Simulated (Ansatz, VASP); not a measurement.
## MgO: VASP beside Ansatz

```
Mg O
1.0
     0.00000    2.10217    2.10217
     2.10217    0.00000    2.10217
     2.10217    2.10217    0.00000
Mg O
1 1
Cartesian
  0.0000 0.0000 0.0000
  2.1022 2.1022 2.1022
```

Alike in both runs: task single point; functional PBE; k mesh 10 × 10 × 10; no spin polarisation.

```csv
,VASP,Ansatz
version,VASP 6.6.1,Ansatz 0.2.0
potentials or method,"VASP PAW PBE potentials, release 64 (Mg, O)","plane waves, PAW"
plane-wave cutoff (eV),520,420
occupations,"gaussian, width 0.01 eV",fixed
valence electrons in the cell,8,16
```

```csv
,VASP,Ansatz,Ansatz less VASP
gap on the k mesh at the Fermi level (eV),4.78,4.80,+0.016
pressure (GPa),4.9,5.6,+0.72
```

VASP's potentials hold 8 valence electrons a cell and Ansatz's 16, so a difference there can come from the potentials and not from the codes.
